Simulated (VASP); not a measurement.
# GaSb (F-43m) in VASP: a series of runs

The runs below take GaSb through single point, with PBEsol.

All numbers are computed with VASP 6.6.1; they aren't measurements. Logs are shortened: lines on timing, memory, paths and dates and some standing lists are left out, and cuts for length are marked.

### Step 1. The cell of the first run

Symmetry: F-43m, No. 216, cubic system. The conventional cell has a = 5.993 Å, b = 5.993 Å, c = 5.993 Å, α = 90.00°, β = 90.00°, γ = 90.00°. Sb (site symmetry -43m) has 4 Ga at 2.60 Å within 3.4 Å. Ga (site symmetry -43m) has 4 Sb at 2.60 Å within 3.4 Å.

### Step 2. Single point, PBEsol, non-collinear spin, zero start, spin-orbit coupling

Input file INCAR:

```
PREC = Accurate ; ENCUT = 520
EDIFF = 1E-6 ; ISMEAR = -1
SIGMA = 0.05 ; LREAL = False
LASPH = True ; NELM = 150
ALGO = Normal ; ISIF = 2
LWAVE = False ; LCHARG = False
MAGMOM = 0 0 0 0 0 0 ; LORBIT = 11
LSORBIT = True ; GGA_COMPAT = False
LORBMOM = True ; GGA = PS
NBANDS = 30
```

Input file KPOINTS:

```
Automatic mesh
0
Gamma
  8 8 8
```

Input file POSCAR:

```
GaSb
1.0
    0.0000000000      2.9965539066      2.9965539066
    2.9965539066      0.0000000000      2.9965539066
    2.9965539066      2.9965539066      0.0000000000
Sb Ga
1 1
Direct
    0.7500000000      0.7500000000      0.7500000000
    0.0000000000      0.0000000000      0.0000000000
```

Potentials or basis: VASP PAW PBE potentials, release 64 (Sb, Ga_d).

The run is started by

```bash
$ cat potpaw_PBE.64/Sb/POTCAR potpaw_PBE.64/Ga_d/POTCAR > POTCAR
$ mpirun -np 1 vasp_ncl > vasp.out
```

OUTCAR:

```text
PREC = Accurate
   ENCUT = 520
   EDIFF = 1E-6
   ISMEAR = -1
   LREAL = False
   LASPH = True
   NELM = 150
   ISIF = 2
   LORBIT = 11
   LSORBIT = True
   GGA = PS

 ion  position               nearest neighbor table
   1  0.750  0.750  0.750-   2 2.60   2 2.60   2 2.60   2 2.60
   2  0.000  0.000  0.000-   1 2.60   1 2.60   1 2.60   1 2.60

  LATTYP: Found a face centered cubic cell.
 ALAT       =     5.9931078132

  Lattice vectors:

 A1 = (   0.0000000000,   2.9965539066,   2.9965539066)
 A2 = (   2.9965539066,   0.0000000000,   2.9965539066)
 A3 = (   2.9965539066,   2.9965539066,   0.0000000000)

Analysis of symmetry for initial positions (statically):
=====================================================================
 Subroutine PRICEL returns:
 Original cell was already a primitive cell.

 Routine SETGRP: Setting up the symmetry group for a
 face centered cubic supercell.

 Subroutine GETGRP returns: Found 24 space group operations
 (whereof 24 operations were pure point group operations)
 out of a pool of 48 trial point group operations.

The static configuration has the point symmetry T_d .

Analysis of symmetry for dynamics (positions and initial velocities):
=====================================================================
 Subroutine PRICEL returns:
 Original cell was already a primitive cell.

 Routine SETGRP: Setting up the symmetry group for a
 face centered cubic supercell.

 Subroutine GETGRP returns: Found 24 space group operations
 (whereof 24 operations were pure point group operations)
 out of a pool of 48 trial point group operations.

The dynamic configuration has the point symmetry T_d .

Analysis of structural, dynamic, and magnetic symmetry:
=====================================================================
 Subroutine PRICEL returns:
 Original cell was already a primitive cell.

 Routine SETGRP: Setting up the symmetry group for a
 face centered cubic supercell.

 Subroutine GETGRP returns: Found 24 space group operations
 (whereof 24 operations were pure point group operations)
 out of a pool of 48 trial point group operations.

The overall configuration has the point symmetry T_d .

 Subroutine INISYM returns: Found 24 space group operations
 (whereof 24 operations are pure point group operations),
 and found     1 'primitive' translations

----------------------------------------------------------------------------------------

                                     Primitive cell

  volume of cell :      53.8141

  direct lattice vectors                    reciprocal lattice vectors
     0.000000000  2.996553907  2.996553907    -0.166858336  0.166858336  0.166858336
     2.996553907  0.000000000  2.996553907     0.166858336 -0.166858336  0.166858336
     2.996553907  2.996553907  0.000000000     0.166858336  0.166858336 -0.166858336

  length of vectors
     4.237767175  4.237767175  4.237767175     0.289007116  0.289007116  0.289007116

  position of ions in fractional coordinates (direct lattice)
     0.750000000  0.750000000  0.750000000
     0.000000000  0.000000000  0.000000000

  ion indices of the primitive-cell ions
   primitive index   ion index
                 1           1
                 2           2

----------------------------------------------------------------------------------------

 KPOINTS: Automatic mesh

Automatic generation of k-mesh.
 Grid dimensions read from file:
 generate k-points for:    8    8    8

 Generating k-lattice:

  Cartesian coordinates                     Fractional coordinates (reciprocal lattice)
    -0.020857292  0.020857292  0.020857292     0.125000000  0.000000000  0.000000000
     0.020857292 -0.020857292  0.020857292     0.000000000  0.125000000  0.000000000
     0.020857292  0.020857292 -0.020857292     0.000000000  0.000000000  0.125000000
[... 96 lines left out ...]

 number of electron      18.0000008 magnetization      -0.0000000     -0.0000000      0.0000000

 number of electron      18.0000008 magnetization      -0.0000000     -0.0000000     -0.0000000

 Free energy of the ion-electron system (eV)
  ---------------------------------------------------
  ext. energy  EPLUGINS =         0.00000000
  ---------------------------------------------------
  free energy    TOTEN  =        -8.17921208 eV

  energy without entropy =       -8.17881880  energy(sigma->0) =       -8.17901544

 E-fermi :   5.7076     XC(G=0):  -9.5368

 val. band max:        5.6151657947   @ k =   0.0000   0.0000   0.0000
 cond. band min:       5.8295997799   @ k =   0.0000   0.0000   0.0000
 fundamental gap:      0.2144339853
 Fermi energy:         5.7075955472

 k-point     1 :       0.0000    0.0000    0.0000
  band No.  band energies     occupation
      1     -10.0013      1.00000
      2     -10.0013      1.00000
      3     -10.0013      1.00000
      4     -10.0013      1.00000
      5      -9.5713      1.00000
      6      -9.5713      1.00000
[... 781 lines left out ...]
     29      15.6098      0.00000
     30      15.6584      0.00000

 [... further k-points ...]

------------------------ aborting loop because EDIFF is reached ----------------------------------------

  FORCE on cell =-STRESS in cart. coord.  units (eV):
  Direction    XX          YY          ZZ          XY          YZ          ZX
  --------------------------------------------------------------------------------------
  -------------------------------------------------------------------------------------
  Total        1.2098978      1.2098978      1.2098978      0.0000000      0.0000000      0.0000000
  in kB       36.0215978     36.0215978     36.0215978      0.0000000      0.0000000      0.0000000
  external PRESSURE =      36.0215978 kB  Pullay stress =       0.0000000 kB

 VOLUME and BASIS-vectors are now :
 -----------------------------------------------------------------------------
  energy-cutoff  :      520.00
  volume of cell :       53.81
      direct lattice vectors                 reciprocal lattice vectors
     0.000000000  2.996553907  2.996553907    -0.166858336  0.166858336  0.166858336
     2.996553907  0.000000000  2.996553907     0.166858336 -0.166858336  0.166858336
     2.996553907  2.996553907  0.000000000     0.166858336  0.166858336 -0.166858336

 POSITION                                       TOTAL-FORCE (eV/Angst)
 -----------------------------------------------------------------------------------
      4.49483      4.49483      4.49483        -0.000000     -0.000000     -0.000000
      0.00000      0.00000      0.00000         0.000000      0.000000      0.000000
 -----------------------------------------------------------------------------------
    total drift:                               -0.000001     -0.000001     -0.000001

  FREE ENERGIE OF THE ION-ELECTRON SYSTEM (eV)
  ---------------------------------------------------
  free  energy   TOTEN  =        -8.1792120821 eV

  energy  without entropy=       -8.1788187970  energy(sigma->0) =       -8.17901544

 orbital moment (x)

 # of ion     p       d       tot
 ----------------------------------------
  1        -0.000  -0.000  -0.000
  2        -0.000  -0.000  -0.000
 ----------------------------------------
           -0.000  -0.000  -0.000

 orbital moment (y)

 # of ion     p       d       tot
 ----------------------------------------
  1        -0.000   0.000  -0.000
  2        -0.000   0.000  -0.000
 ----------------------------------------
           -0.000   0.000  -0.000

 orbital moment (z)

 # of ion     p       d       tot
 ----------------------------------------
  1         0.000  -0.000  -0.000
  2         0.000  -0.000   0.000
 ----------------------------------------
            0.000  -0.000   0.000

 Spin-Orbit-Coupling matrix elements

 Ion:    1  E_soc:     -0.1216854
 l=   1
     0.0000000    -0.0201176    -0.0201176
    -0.0201176     0.0000000    -0.0201176
    -0.0201176    -0.0201176     0.0000000
 l=   2
     0.0000000    -0.0000624     0.0000000    -0.0000624    -0.0001008
    -0.0000624     0.0000000    -0.0000756    -0.0000624    -0.0000252
     0.0000000    -0.0000756     0.0000000    -0.0000756     0.0000000
    -0.0000624    -0.0000624    -0.0000756     0.0000000    -0.0000252
    -0.0001008    -0.0000252     0.0000000    -0.0000252     0.0000000
 l=   3
     0.0000000     0.0000000     0.0000000     0.0000000     0.0000000     0.0000000     0.0000000
     0.0000000     0.0000000     0.0000000     0.0000000     0.0000000     0.0000000     0.0000000
     0.0000000     0.0000000     0.0000000     0.0000000     0.0000000     0.0000000     0.0000000
     0.0000000     0.0000000     0.0000000     0.0000000     0.0000000     0.0000000     0.0000000
     0.0000000     0.0000000     0.0000000     0.0000000     0.0000000     0.0000000     0.0000000
     0.0000000     0.0000000     0.0000000     0.0000000     0.0000000     0.0000000     0.0000000
     0.0000000     0.0000000     0.0000000     0.0000000     0.0000000     0.0000000     0.0000000

 Ion:    2  E_soc:     -0.0129035
 l=   1
     0.0000000    -0.0013282    -0.0013282
    -0.0013282     0.0000000    -0.0013282
    -0.0013282    -0.0013282     0.0000000
 l=   2
     0.0000000    -0.0001550     0.0000000    -0.0001550    -0.0006673
    -0.0001550     0.0000000    -0.0005005    -0.0001550    -0.0001668
     0.0000000    -0.0005005     0.0000000    -0.0005005     0.0000000
    -0.0001550    -0.0001550    -0.0005005     0.0000000    -0.0001668
    -0.0006673    -0.0001668     0.0000000    -0.0001668     0.0000000
 l=   3
     0.0000000     0.0000000     0.0000000     0.0000000     0.0000000     0.0000000     0.0000000
     0.0000000     0.0000000     0.0000000     0.0000000     0.0000000     0.0000000     0.0000000
     0.0000000     0.0000000     0.0000000     0.0000000     0.0000000     0.0000000     0.0000000
     0.0000000     0.0000000     0.0000000     0.0000000     0.0000000     0.0000000     0.0000000
     0.0000000     0.0000000     0.0000000     0.0000000     0.0000000     0.0000000     0.0000000
     0.0000000     0.0000000     0.0000000     0.0000000     0.0000000     0.0000000     0.0000000
     0.0000000     0.0000000     0.0000000     0.0000000     0.0000000     0.0000000     0.0000000

 total charge

# of ion       s       p       d       tot
------------------------------------------
    1        1.124   1.380   0.032   2.536
    2        0.908   0.826   9.970  11.705
--------------------------------------------------
tot          2.032   2.207  10.002  14.240

 magnetization (x)

# of ion       s       p       d       tot
------------------------------------------
    1        0.000   0.000   0.000   0.000
    2       -0.000   0.000   0.000  -0.000
--------------------------------------------------
tot         -0.000   0.000   0.000  -0.000

 magnetization (y)

# of ion       s       p       d       tot
------------------------------------------
    1        0.000   0.000   0.000   0.000
    2        0.000   0.000   0.000   0.000
--------------------------------------------------
tot          0.000   0.000   0.000   0.000

 magnetization (z)

# of ion       s       p       d       tot
------------------------------------------
    1       -0.000  -0.000   0.000  -0.000
    2        0.000  -0.000   0.000   0.000
--------------------------------------------------
tot          0.000  -0.000   0.000   0.000
```

Run time: 2.9 min. Hardware: 1 thread of Intel Xeon Platinum 8375C at 2.90GHz (Ice Lake), shared host; peak memory 0.36 GiB.

Results:

```yaml
Free_energy: -8.1792 eV
Pressure: 3.6 GPa
Net_moment: 0.00 μB per cell
Valence_electrons_inside_the_program's_atomic_spheres: Sb 2.54; Ga 11.71
```

Moments on the atoms (μB; x, y, z):
```
Sb  0.00 0.00 0.00
Ga  0.00 0.00 0.00
```

Caveat: the cell stands under pressure; the PAW data sets were made with another functional, which shifts forces and pressure a little.

### Step 3. Single point, PBEsol, non-collinear spin, zero start, spin-orbit coupling

This run uses another cell than the first one, of 27.48 Å³/atom.

Input file INCAR:

```
SYSTEM = GaSb
ALGO     = Normal         ! electronic algorithm
EDIFF    = 1E-6           ! SCF threshold, eV
ENCUT    = 520            ! plane-wave cutoff, eV
GGA      = PS             ! functional
GGA_COMPAT= .False.      
ISIF     = 2              ! what is computed and relaxed
ISMEAR   = -1             ! smearing method
LASPH    = .True.         ! aspherical terms in the spheres
LCHARG   = .True.         ! write CHGCAR
LNONCOLLINEAR= .True.         ! non-collinear magnetism
LORBIT   = 11             ! projections on sites
LORBMOM  = .True.       
LREAL    = .False.        ! projectors in reciprocal space
LSORBIT  = .True.         ! spin-orbit coupling
LVHAR    = .True.       
LWAVE    = .False.        ! write WAVECAR
MAGMOM   = 0 0 0 0 0 0    ! initial moments
NBANDS   = 30             ! bands
NELM     = 150            ! most SCF steps
PREC     = Accurate       ! precision mode
SIGMA    = 0.05           ! smearing width, eV
```

Input file KPOINTS:

```
k-points
0
Gamma
  8 8 8
  0 0 0
```

Input file POSCAR:

```
GaSb
1.0
    0.0000000000      3.0176570942      3.0176570942
    3.0176570942      0.0000000000      3.0176570942
    3.0176570942      3.0176570942      0.0000000000
Sb Ga
1 1
Direct
    0.7500000000      0.7500000000      0.7500000000
    0.0000000000      0.0000000000      0.0000000000
```

Potentials or basis: VASP PAW PBE potentials, release 64 (Sb, Ga_d).

The run is started by

```bash
$ cat potpaw_PBE.64/Sb/POTCAR potpaw_PBE.64/Ga_d/POTCAR > POTCAR
$ mpirun -np 1 vasp_ncl > vasp.out
```

OUTCAR:

```text
SYSTEM = GaSb
   EDIFF = 1E-6
   ENCUT = 520
   GGA = PS
   ISIF = 2
   ISMEAR = -1
   LASPH = .True.
   LNONCOLLINEAR = .True.
   LORBIT = 11
   LREAL = .False.
   LSORBIT = .True.
   NELM = 150
   PREC = Accurate

 ion  position               nearest neighbor table
   1  0.750  0.750  0.750-   2 2.61   2 2.61   2 2.61   2 2.61
   2  0.000  0.000  0.000-   1 2.61   1 2.61   1 2.61   1 2.61

  LATTYP: Found a face centered cubic cell.
 ALAT       =     6.0353141884

  Lattice vectors:

 A1 = (   0.0000000000,   3.0176570942,   3.0176570942)
 A2 = (   3.0176570942,   0.0000000000,   3.0176570942)
 A3 = (   3.0176570942,   3.0176570942,   0.0000000000)

Analysis of symmetry for initial positions (statically):
=====================================================================
 Subroutine PRICEL returns:
 Original cell was already a primitive cell.

 Routine SETGRP: Setting up the symmetry group for a
 face centered cubic supercell.
[... 1080 lines left out ...]
     0.0000000     0.0000000     0.0000000     0.0000000     0.0000000     0.0000000     0.0000000
     0.0000000     0.0000000     0.0000000     0.0000000     0.0000000     0.0000000     0.0000000
     0.0000000     0.0000000     0.0000000     0.0000000     0.0000000     0.0000000     0.0000000
     0.0000000     0.0000000     0.0000000     0.0000000     0.0000000     0.0000000     0.0000000

 total charge

# of ion       s       p       d       tot
------------------------------------------
    1        1.126   1.365   0.030   2.522
    2        0.909   0.805   9.967  11.681
--------------------------------------------------
tot          2.035   2.170   9.998  14.203

 magnetization (x)

# of ion       s       p       d       tot
------------------------------------------
    1       -0.000   0.000   0.000   0.000
    2        0.000   0.000   0.000   0.000
--------------------------------------------------
tot          0.000   0.000   0.000   0.000

 magnetization (y)

# of ion       s       p       d       tot
------------------------------------------
    1        0.000   0.000  -0.000  -0.000
    2        0.000  -0.000   0.000  -0.000
--------------------------------------------------
tot          0.000  -0.000  -0.000  -0.000

 magnetization (z)

# of ion       s       p       d       tot
------------------------------------------
    1       -0.000   0.000   0.000   0.000
    2        0.000   0.000   0.000   0.000
--------------------------------------------------
tot          0.000   0.000   0.000   0.000
```

stdout:

```text
POSCAR found type information on POSCAR SbGa
 POSCAR found :  2 types and       2 ions
 scaLAPACK will be used
 -----------------------------------------------------------------------------
|                                                                             |
|                                                                             |
|     You enforced a specific xc type in the INCAR file but a different       |
|     I HOPE YOU KNOW WHAT YOU ARE DOING!                                     |
|                                                                             |
 -----------------------------------------------------------------------------

 LDA part: xc-table for (Slater+PW92), standard interpolation
 POSCAR, INCAR and KPOINTS ok, starting setup
 FFT: planning ... GRIDC
 FFT: planning ... GRID_SOFT
 FFT: planning ... GRID
 WAVECAR not read
 entering main loop
```

Wall time 4.2 min (1 thread of Intel Xeon Platinum 8375C at 2.90GHz (Ice Lake), shared host); peak memory 0.34 GiB.

Results:

```yaml
Free_energy: -8.2002 eV
Pressure: 2.3 GPa
Net_moment: 0.00 μB per cell
Valence_electrons_inside_the_program's_atomic_spheres: Sb 2.52; Ga 11.68
```

Moments on the atoms (μB; x, y, z):
```
Sb  0.00 0.00 0.00
Ga  0.00 0.00 0.00
```

Caveat: the PAW data sets were made with another functional, which shifts forces and pressure a little.

(Part 1 of 2 ends here.)
